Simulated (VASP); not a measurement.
A run of VASP 6.6.1:

INCAR

```
PREC = Accurate
ENCUT = 520
EDIFF = 1E-7
ISMEAR = 0
SIGMA = 0.1
LREAL = F
LASPH = T
NELM = 150
ALGO = Normal
ISIF = 2
LWAVE = F
LCHARG = T
ISPIN = 2
MAGMOM = 0 0
LORBIT = 11
NUPDOWN = 0.0
LMAXMIX = 4
GGA = PE
LELF = T
LVHAR = T
NBANDS = 18
```

Contents of KPOINTS:

```
regular mesh
0
Gamma
  18 18 18
```

The input POSCAR:

```
CoO
1.0
    1.5054695445      0.8691832468      2.4399269062
   -1.5054695445      0.8691832468      2.4399269062
    0.0000000000     -1.7383664936      2.4399269062
Co O
1 1
Direct
    0.0000000000      0.0000000000      0.0000000000
    0.5000000000      0.5000000000      0.5000000000
```

Potentials or basis: VASP PAW PBE potentials, release 64 (Co, O).

Command:

```console
$ cat potpaw_PBE.64/Co/POTCAR potpaw_PBE.64/O/POTCAR > POTCAR
$ mpirun -np 1 vasp_std > vasp.out
```

Hardware: 1 thread of Intel Xeon 8259CL (shared host).

Problem. How long does it take, and how much memory?

Solution. Wall time 7.6 min on 1 thread of Intel Xeon 8259CL, on a shared host, peak memory 0.37 GiB. Counts: scf iterations 15, k points 580.
